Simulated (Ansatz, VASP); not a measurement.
## Y2AlN3: VASP beside Ansatz

INCAR

```
SYSTEM = Y2AlN3
  PREC = Accurate
  ENCUT = 600
  EDIFF = 1E-6
  ISMEAR = 0
  SIGMA = 0.1
  LREAL = .False.
  LASPH = .True.
  NELM = 200
  ALGO = Normal
  ISIF = 2
  LWAVE = .False.
  LCHARG = .True.
  ISPIN = 2
  MAGMOM = 0 0 0 1 1 1
  LORBIT = 11
  LMAXMIX = 4
  GGA = PE
  LELF = .True.
  LVHAR = .True.
  NBANDS = 33
  GGA_COMPAT = .False.
```

File KPOINTS:

```
regular mesh
0
Gamma
  6 6 6
  0 0 0
```

The input POSCAR:

```
Y2AlN3
1.0
    2.3337147800      1.3473708600      5.2800127000
   -2.3337147800      1.3473708600      5.2800127000
    0.0000000000     -2.6947417100      5.2800127000
Y Al N
2 1 3
Direct
    0.2491891100      0.2491891100      0.2491891100
    0.7508108900      0.7508108900      0.7508108900
    0.0000000000      0.0000000000      0.0000000000
    0.5000000000      0.5000000000      0.0000000000
    0.0000000000      0.5000000000      0.5000000000
    0.5000000000      0.0000000000      0.5000000000
```

Input for Ansatz:

```yaml
crystal:
  lattice:
    - [2.33371478, 1.34737086, 5.2800127]
    - [-2.33371478, 1.34737086, 5.2800127]
    - [0.0, -2.69474171, 5.2800127]
  atoms:
    - { symbol: "Y", position: [0.24918911, 0.24918911, 0.24918911] }
    - { symbol: "Y", position: [0.75081089, 0.75081089, 0.75081089] }
    - { symbol: Al, position: [0.0, 0.0, 0.0] }
    - { symbol: "N", position: [0.5, 0.5, 0.0], spin: 1.0 }
    - { symbol: "N", position: [0.0, 0.5, 0.5], spin: 1.0 }
    - { symbol: "N", position: [0.5, 0.0, 0.5], spin: 1.0 }
basis:
  ecutwfc: 420
kpoints:
  mp_grid: { grid: [6, 6, 6] }
hamiltonian:
  xc: pbe
scf:
  occupations: { method: gaussian, width: 0.1 }
  lower_state_search: "off"
output:
  forces: true
  stress: true
  eigenvalues: true
  populations: true
magnetization:
  spin_polarized: true
```

Alike in both runs: task single point; functional PBE; k mesh 6 × 6 × 6; occupations gaussian, width 0.1 eV; collinear spin.

|  | VASP | Ansatz |
| --- | --- | --- |
| version | VASP 6.6.1 | Ansatz 0.2.0 |
| potentials or method | VASP PAW PBE potentials, release 64 (Y_sv, Al, N), cutoff 600 eV | scalar-relativistic, plane waves, PAW |
| valence electrons in the cell | 40 | 40 |

Ansatz gave:

```
gap on the k mesh at the Fermi level (eV) : none
rms of the force components (eV/Å)        : 4.180
net moment per atom (μB)                  : 0.00
```

What did VASP give for the same quantities?

gap on the k mesh at the Fermi level (eV): none; rms of the force components (eV/Å): 4.173; net moment per atom (μB): 0.00.

Atom by atom the forces differ by 0.007 eV/Å (rms over components). A gap of «none» marks a metal or a gap that the smearing closes. Ansatz's warnings: seeded moment not kept.
